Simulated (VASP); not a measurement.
# CO2 (Pa-3) in VASP: notebook, part 2 of 2

VASP 6.6.1. Earlier steps stand in the parts before.

## (4) Relaxation of cell and atoms, PBE+D3(BJ), target pressure 1.74 GPa, at which the enthalpy is minimised

This run uses another cell than the first one, of 14.87 Å³/atom.

The input, INCAR:

```
SYSTEM = CO2
PREC = Accurate ; ENCUT = 600
EDIFF = 1E-6 ; ISMEAR = 0
SIGMA = 0.1 ; LREAL = .False.
LASPH = .True. ; NELM = 80
ALGO = Normal ; ISIF = 3
LWAVE = .False. ; LCHARG = .False.
GGA = PE ; IVDW = 12
IBRION = 2 ; NSW = 80
EDIFFG = -0.05 ; PSTRESS = 17.4
```

The input, KPOINTS:

```
regular mesh
0
Gamma
  4 4 4
  0 0 0
```

The input, POSCAR:

```
CO2
1.0
    5.6300000000      0.0000000000      0.0000000000
    0.0000000000      5.6300000000      0.0000000000
    0.0000000000      0.0000000000      5.6300000000
C O
4 8
Direct
    0.0000000000      0.0000000000      0.0000000000
    0.5000000000      0.0000000000      0.5000000000
    0.5000000000      0.5000000000      0.0000000000
    0.0000000000      0.5000000000      0.5000000000
    0.1080000000      0.1080000000      0.1080000000
    0.3920000000      0.8920000000      0.6080000000
    0.6080000000      0.3920000000      0.8920000000
    0.8920000000      0.6080000000      0.3920000000
    0.8920000000      0.8920000000      0.8920000000
    0.6080000000      0.1080000000      0.3920000000
    0.3920000000      0.6080000000      0.1080000000
    0.1080000000      0.3920000000      0.6080000000
```

Command:

```bash
> cat potpaw_PBE.64/C/POTCAR potpaw_PBE.64/O/POTCAR > POTCAR
> mpirun -np 1 vasp_std > vasp.out
```

Wall time 21 min (1 thread of Intel Xeon Platinum 8259CL at 2.50GHz (Skylake/Cascade Lake), shared host); peak memory 0.38 GiB.

Results (log left out):

* Free energy: -92.9092 eV
* Relaxed volume: 12.87 Å³/atom
* Relaxed cell: a = 5.366 Å, b = 5.366 Å, c = 5.366 Å, α = 90.00°, β = 90.00°, γ = 90.00°
* Space group after relaxing (to 0.1 Å): Pa-3 (No. 205)
* Energy change on relaxing (the run minimises the enthalpy): -666.5 meV/atom
* Ionic steps: 19
* Pressure after relaxing: 2.0 GPa
* Largest force after relaxing: 0.045 eV/Å
* Band gap on the k mesh: 6.88 eV
* Dispersion energy per atom: -0.082 eV

Forces in eV/Å, atoms in the order of the input:
```
C    0.000  0.000  0.000
C    0.000  0.000  0.000
C    0.000  0.000  0.000
C    0.000  0.000  0.000
O    0.026  0.026  0.026
O   -0.026 -0.026  0.026
O    0.026 -0.026 -0.026
O   -0.026  0.026 -0.026
O   -0.026 -0.026 -0.026
O    0.026  0.026 -0.026
O   -0.026  0.026  0.026
O    0.026 -0.026  0.026
```

Step by step:
```tsv
step	energy change (eV)	largest force (eV/Å)	pressure (GPa)	volume (Å³)
1	0.0000	19.2157	47.49	178.45
2	59.3061	1.6026	-15.31	312.14
3	54.4399	2.8076	-16.93	287.85
4	46.8835	5.4184	-22.07	264.05
5	18.2977	10.8723	-33.36	218.46
6	0.6157	9.9131	-28.77	197.78
7	-6.0358	6.0926	-17.25	187.95
8	-7.8105	2.5890	-7.29	183.16
9	-8.1048	0.2936	-0.93	180.80
10	-8.1078	0.1280	0.23	180.41
11	-8.1074	0.1709	0.36	180.37
12	-8.1073	0.2342	0.65	177.53
13	-8.0903	0.4491	1.75	169.20
14	-7.9482	0.9801	5.09	153.33
15	-8.0059	0.8385	4.03	157.79
16	-8.0085	0.6998	3.68	157.23
17	-8.0064	0.2946	2.64	155.56
18	-7.9603	0.4793	0.66	152.26
19	-7.9975	0.0449	2.03	154.49
```

Final structure:
```xyz
12
Lattice="5.3658 0.0000 0.0000 0.0000 5.3658 0.0000 0.0000 0.0000 5.3658" Properties=species:S:1:pos:R:3 pbc="T T T"
C     0.0000    0.0000    0.0000
C     2.6829    0.0000    2.6829
C     2.6829    2.6829    0.0000
C     0.0000    2.6829    2.6829
O     0.6767    0.6767    0.6767
O     2.0062    4.6891    3.3596
O     3.3596    2.0062    4.6891
O     4.6891    3.3596    2.0062
O     4.6891    4.6891    4.6891
O     3.3596    0.6767    2.0062
O     2.0062    3.3596    0.6767
O     0.6767    2.0062    3.3596
```

Levels at points of the mesh, in eV from the valence-band top:
| k point | band 28 | band 29 | band 30 | band 31 | band 32 | band 33 | band 34 | band 35 | band 36 | band 37 |
| --- | --- | --- | --- | --- | --- | --- | --- | --- | --- | --- |
| (0.00, 0.00, 0.00) | -0.27 | -0.27 | -0.27 | 0.00 | 0.00 | 6.88 | 7.75 | 7.75 | 7.75 | 8.13 |
| (0.50, 0.00, 0.00) | -0.50 | -0.41 | -0.41 | -0.09 | -0.09 | 7.69 | 7.69 | 7.99 | 7.99 | 8.33 |
| (0.50, 0.50, 0.00) | -0.44 | -0.36 | -0.36 | -0.36 | -0.36 | 7.70 | 7.70 | 7.70 | 7.70 | 8.53 |
| (0.50, 0.50, 0.50) | -0.46 | -0.43 | -0.43 | -0.43 | -0.43 | 7.67 | 7.67 | 7.67 | 7.67 | 8.81 |

Caveat: the cell is relaxed towards a set pressure, so the run minimises the enthalpy, not the energy; the relaxation stopped at a loose force limit of 0.05 eV/Å, so its end isn't a converged minimum.

## (5) Single point, PBE+D3(BJ)

This run uses another cell than the first one, of 15.20 Å³/atom.

The input, INCAR:

```
SYSTEM = CO2
ALGO = Normal ; EDIFF = 1E-6
ENCUT = 520 ; GGA = PE
ISIF = 2 ; ISMEAR = 0
IVDW = 12 ; LASPH = .TRUE.
LCHARG = .TRUE. ; LELF = .TRUE.
LREAL = .FALSE. ; LVHAR = .TRUE.
LWAVE = .FALSE. ; NBANDS = 44
NELM = 60 ; PREC = Accurate
SIGMA = 0.1
```

The input, KPOINTS:

```
k-points
0
G
  4 4 4
  0 0 0
```

The input, POSCAR:

```
CO2
1.0
    5.6711123415      0.0000000000      0.0000000000
    0.0000000000      5.6711123415      0.0000000000
    0.0000000000      0.0000000000      5.6711123415
C O
4 8
Direct
    0.0000000000      0.0000000000      0.0000000000
    0.5000000000      0.0000000000      0.5000000000
    0.5000000000      0.5000000000      0.0000000000
    0.0000000000      0.5000000000      0.5000000000
    0.1190348169      0.1190348169      0.1190348169
    0.3809651831      0.8809651831      0.6190348169
    0.6190348169      0.3809651831      0.8809651831
    0.8809651831      0.6190348169      0.3809651831
    0.8809651831      0.8809651831      0.8809651831
    0.6190348169      0.1190348169      0.3809651831
    0.3809651831      0.6190348169      0.1190348169
    0.1190348169      0.3809651831      0.6190348169
```

Command:

```bash
> cat potpaw_PBE.64/C/POTCAR potpaw_PBE.64/O/POTCAR > POTCAR
> mpirun -np 1 vasp_std > vasp.out
```

Wall time 95 s (1 thread of Intel Xeon Platinum 8259CL at 2.50GHz (Skylake/Cascade Lake), shared host); peak memory 0.28 GiB.

The run converged. Its results:

```
Free energy                : -92.9776 eV
Pressure                   : 1.5 GPa
Largest force              : 0.578 eV/Å
Band gap on the k mesh     : 6.74 eV
Dispersion energy per atom : -0.067 eV
```

Forces in eV/Å, atoms in the order of the input:
```
C    0.000  0.000  0.000
C    0.000  0.000  0.000
C    0.000  0.000  0.000
C    0.000  0.000  0.000
O    0.334  0.334  0.334
O   -0.334 -0.334  0.334
O    0.334 -0.334 -0.334
O   -0.334  0.334 -0.334
O   -0.334 -0.334 -0.334
O    0.334  0.334 -0.334
O   -0.334  0.334  0.334
O    0.334 -0.334  0.334
```

Levels at points of the mesh, in eV from the valence-band top:
```tsv
k point	band 28	band 29	band 30	band 31	band 32	band 33	band 34	band 35	band 36	band 37
(0.00, 0.00, 0.00)	-0.18	-0.18	-0.18	0.00	0.00	6.74	8.03	8.03	8.03	8.27
(0.50, 0.00, 0.00)	-0.33	-0.27	-0.27	-0.07	-0.07	7.97	7.97	8.14	8.14	8.36
(0.50, 0.50, 0.00)	-0.30	-0.25	-0.25	-0.25	-0.25	7.96	7.96	7.96	7.96	8.61
(0.50, 0.50, 0.50)	-0.30	-0.29	-0.29	-0.29	-0.29	7.97	7.97	7.97	7.97	8.82
```

A k mesh can miss the band edges. As with any semilocal functional, this PBE gap is likely too small.

## (6) Single point, PBE+D3(BJ)

This run uses another cell than the first one, of 15.54 Å³/atom.

The input, INCAR:

```
SYSTEM = CO2
  ALGO = Normal
  EDIFF = 1E-7
  ENCUT = 520
  GGA = PE
  ISIF = 2
  ISMEAR = 0
  IVDW = 12
  LASPH = .TRUE.
  LCHARG = .FALSE.
  LREAL = .FALSE.
  LWAVE = .FALSE.
  NBANDS = 44
  NELM = 60
  PREC = Accurate
  SIGMA = 0.02
```

KPOINTS is that of step 5.

The input, POSCAR:

```
CO2
1.0
    5.7132173136      0.0000000000      0.0000000000
    0.0000000000      5.7132173136      0.0000000000
    0.0000000000      0.0000000000      5.7132173136
C O
4 8
Direct
    0.0000000000      0.0000000000      0.0000000000
    0.5000000000      0.0000000000      0.5000000000
    0.5000000000      0.5000000000      0.0000000000
    0.0000000000      0.5000000000      0.5000000000
    0.1181218480      0.1181218480      0.1181218480
    0.3818781520      0.8818781520      0.6181218480
    0.6181218480      0.3818781520      0.8818781520
    0.8818781520      0.6181218480      0.3818781520
    0.8818781520      0.8818781520      0.8818781520
    0.6181218480      0.1181218480      0.3818781520
    0.3818781520      0.6181218480      0.1181218480
    0.1181218480      0.3818781520      0.6181218480
```

Potentials or basis: VASP PAW PBE potentials, release 64 (C, O).

Command:

```bash
> cat potpaw_PBE.64/C/POTCAR potpaw_PBE.64/O/POTCAR > POTCAR
> mpirun -np 1 vasp_std > vasp.out
```

OUTCAR:

```text
SYSTEM = CO2
   EDIFF = 1E-7
   ENCUT = 520
   GGA = PE
   ISIF = 2
   ISMEAR = 0
   IVDW = 12
   LASPH = .TRUE.
   LREAL = .FALSE.
   NELM = 60
   PREC = Accurate
 IVDW          = 12

 ion  position               nearest neighbor table
   1  0.000  0.000  0.000-   5 1.17   9 1.17
   2  0.500  0.000  0.500-   6 1.17  10 1.17
   3  0.500  0.500  0.000-   7 1.17  11 1.17
   4  0.000  0.500  0.500-   8 1.17  12 1.17
   5  0.118  0.118  0.118-   1 1.17
   6  0.382  0.882  0.618-   2 1.17
   7  0.618  0.382  0.882-   3 1.17
   8  0.882  0.618  0.382-   4 1.17
   9  0.882  0.882  0.882-   1 1.17
  10  0.618  0.118  0.382-   2 1.17
  11  0.382  0.618  0.118-   3 1.17
  12  0.118  0.382  0.618-   4 1.17

  LATTYP: Found a simple cubic cell.
 ALAT       =     5.7132173136

  Lattice vectors:

 A1 = (   5.7132173136,   0.0000000000,   0.0000000000)
[... 192 lines left out ...]
 k-point     1 :       0.0000    0.0000    0.0000
  band No.  band energies     occupation
      1     -24.4751      2.00000
      2     -24.3044      2.00000
      3     -24.3044      2.00000
      4     -24.3044      2.00000
      5     -23.3615      2.00000
      6     -23.3615      2.00000
[... 506 lines left out ...]
     43       5.5963      0.00000
     44       5.5963      0.00000

------------------------ aborting loop because EDIFF is reached ----------------------------------------

 Edisp (eV)   -0.78796

 E8    (eV) :    -0.2004

  FORCE on cell =-STRESS in cart. coord.  units (eV):
  Direction    XX          YY          ZZ          XY          YZ          ZX
  --------------------------------------------------------------------------------------
  -------------------------------------------------------------------------------------
  Total       1.69840     1.69840     1.69840     0.00000     0.00000    -0.00000
  in kB      14.59178    14.59178    14.59178     0.00000     0.00000    -0.00000
  external pressure =       14.59 kB  Pullay stress =        0.00 kB

 VOLUME and BASIS-vectors are now :
 -----------------------------------------------------------------------------
  energy-cutoff  :      520.00
  volume of cell :      186.48
      direct lattice vectors                 reciprocal lattice vectors
     5.713217314  0.000000000  0.000000000     0.175032726  0.000000000  0.000000000
     0.000000000  5.713217314  0.000000000     0.000000000  0.175032726  0.000000000
     0.000000000  0.000000000  5.713217314     0.000000000  0.000000000  0.175032726

 POSITION                                       TOTAL-FORCE (eV/Angst)
 -----------------------------------------------------------------------------------
      0.00000      0.00000      0.00000         0.000000     -0.000000      0.000000
      2.85661      0.00000      2.85661         0.000000     -0.000000      0.000000
      2.85661      2.85661      0.00000         0.000000     -0.000000      0.000000
      0.00000      2.85661      2.85661         0.000000     -0.000000      0.000000
      0.67486      0.67486      0.67486         0.366994      0.366994      0.366994
      2.18175      5.03836      3.53146        -0.366994     -0.366994      0.366994
      3.53146      2.18175      5.03836         0.366994     -0.366994     -0.366994
      5.03836      3.53146      2.18175        -0.366994      0.366994     -0.366994
      5.03836      5.03836      5.03836        -0.366994     -0.366994     -0.366994
      3.53146      0.67486      2.18175         0.366994      0.366994     -0.366994
      2.18175      3.53146      0.67486        -0.366994      0.366994      0.366994
      0.67486      2.18175      3.53146         0.366994     -0.366994      0.366994
 -----------------------------------------------------------------------------------
    total drift:                                0.000000     -0.000000      0.000000

  FREE ENERGIE OF THE ION-ELECTRON SYSTEM (eV)
  ---------------------------------------------------
  free  energy   TOTEN  =       -92.9782186319 eV

  energy  without entropy=      -92.9782186319  energy(sigma->0) =      -92.97821863
```

It took 92 s on 1 thread of Intel Xeon Platinum 8259CL at 2.50GHz (Skylake/Cascade Lake), shared host; peak memory 0.28 GiB.

What came out:

```yaml
Free_energy: -92.9782 eV
Pressure: 1.5 GPa
Largest_force: 0.636 eV/Å
Band_gap_on_the_k_mesh: 6.73 eV
Dispersion_energy_per_atom: -0.066 eV
```

Forces in eV/Å, atoms in the order of the input:
```
C    0.000  0.000  0.000
C    0.000  0.000  0.000
C    0.000  0.000  0.000
C    0.000  0.000  0.000
O    0.367  0.367  0.367
O   -0.367 -0.367  0.367
O    0.367 -0.367 -0.367
O   -0.367  0.367 -0.367
O   -0.367 -0.367 -0.367
O    0.367  0.367 -0.367
O   -0.367  0.367  0.367
O    0.367 -0.367  0.367
```

Levels at points of the mesh, in eV from the valence-band top:
```
           k point  band 28  band 29  band 30  band 31  band 32  band 33  band 34  band 35  band 36  band 37
(0.00, 0.00, 0.00)    -0.17    -0.17    -0.17     0.00     0.00     6.73     8.06     8.06     8.06     8.29
(0.50, 0.00, 0.00)    -0.31    -0.26    -0.26    -0.07    -0.07     8.00     8.00     8.13     8.13     8.35
(0.50, 0.50, 0.00)    -0.28    -0.24    -0.24    -0.24    -0.24     7.99     7.99     7.99     7.99     8.62
(0.50, 0.50, 0.50)    -0.28    -0.28    -0.28    -0.28    -0.28     8.01     8.01     8.01     8.01     8.82
```

A k mesh can miss the band edges.

## (7) The runs side by side

```tsv
task	cell	cutoff (eV)	smearing	gap on the mesh (eV)	pressure (GPa)	largest force (eV/Å)
single point	a = 5.825 Å, 12 atoms, atomic positions A	520	gaussian 0.02 eV	6.68	1.1	0.63
single point	a = 5.898 Å, 12 atoms, atomic positions B	520	gaussian 0.02 eV	6.66	0.9	0.64
relaxation of cell and atoms	relaxed to 1.74 GPa from a = 5.630 Å, 12 atoms, atomic positions C	600	gaussian 0.1 eV	6.88	2.0	0.04
single point	a = 5.671 Å, 12 atoms, atomic positions D	520	gaussian 0.1 eV	6.74	1.5	0.58
single point	a = 5.713 Å, 12 atoms, atomic positions E	520	gaussian 0.02 eV	6.73	1.5	0.64
```

Alike in all rows: level PBE+D3(BJ); potentials or basis VASP PAW PBE potentials, release 64 (C, O); no spin polarisation; k mesh 4 × 4 × 4.

Caveats: the cell is relaxed towards a set pressure, so the run minimises the enthalpy, not the energy (at least some runs); the relaxation stopped at a loose force limit of 0.05 eV/Å, so its end isn't a converged minimum (at least some runs).

Absolute energies hang on the potentials; compare differences alone.
